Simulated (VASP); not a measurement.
Bi3H2, 5 atoms in the cell. The structure is trigonal, space group R-3m (No. 166). Conventional cell: a = 3.849 Å, b = 3.849 Å, c = 25.686 Å, α = 90.00°, β = 90.00°, γ = 120.00°. Bi (site symmetry -3m) has 6 H at 2.30 Å within 3.0 Å. Bi (site symmetry 3m) has 12 Bi at 3.12 to 3.88 Å and 4 H at 3.42 to 3.78 Å within 4.1 Å. H (site symmetry 3m) has 3 Bi at 2.30 Å and 3 H at 2.52 Å within 3.0 Å. 

| Property | Result |
| --- | --- |
| Program | VASP 6.6.1 |
| Task | single point |
| Functional | PBE |
| Potentials or basis | VASP PAW PBE potentials, release 64 (Bi_d, H) |
| Cutoff | 520 eV |
| k mesh | 6 × 6 × 6 |
| Occupations | gaussian, width 0.1 eV |
| Spin | no spin polarisation |
| Dipole correction | no |
| Further INCAR settings | ALGO = Normal; EDIFF = 1e-06; NBANDS = 32 |

Potentials or basis: VASP PAW PBE potentials, release 64 (Bi_d, H).

Launch:

```console
$ cat potpaw_PBE.64/Bi_d/POTCAR potpaw_PBE.64/H/POTCAR > POTCAR
$ mpirun -np 1 vasp_std > vasp.out
```

Hardware: 1 thread of AMD EPYC 7R13 Processor (Zen 3), with other jobs on the host.

Problem. How long does it take, and how much memory?

Solution. Run time: 17 min on 1 thread of AMD EPYC 7R13 Processor (Zen 3), with other jobs on the host, peak memory 0.64 GiB. Counts: scf iterations 13, k points 32.
